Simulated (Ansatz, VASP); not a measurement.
# Two plane-wave programs on MoS3

```
Mo S
1.0
     3.33772    0.00000    0.00000
     0.00000    3.33772    0.00000
     0.00000    0.00000    8.69327
Mo S
1 3
Direct
  0.50000 0.50000 0.00000
  0.00000 0.00000 0.60984
  0.00000 0.00000 0.39016
  0.00000 0.00000 0.00000
```

Alike in both runs: functional PBE; k mesh 14 × 14 × 6; occupations gaussian, width 0.1 eV; collinear spin.

Ansatz relaxed the structure, and its values are those at the end. VASP's run is a single point on that final structure, the one shown.

|  | VASP | Ansatz |
| --- | --- | --- |
| version | VASP 6.6.1 | Ansatz 0.2.0 |
| potentials or method | VASP PAW PBE potentials, release 64 (Mo_sv, S), cutoff 520 eV | scalar-relativistic, plane waves, PAW |
| valence electrons in the cell | 32 | 32 |

|  | VASP | Ansatz | Ansatz less VASP |
| --- | --- | --- | --- |
| gap on the k mesh at the Fermi level (eV) | none | none | - |
| pressure (GPa) | -0.3 | 0.0 | +0.26 |
| rms of the force components (eV/Å) | 0.095 | 0.000 | -0.0943 |
| net moment per atom (μB) | 0.46 | 0.46 | 0.000 |
| size of the moment on the site where the two differ most (μB) | 1.54 | 1.17 | -0.369 |

Site moments also hang on the region over which each program counts them. A gap of «none» marks a metal or a gap that the smearing closes. The functional is the same, so the differences come from potentials, cutoffs and numerics.
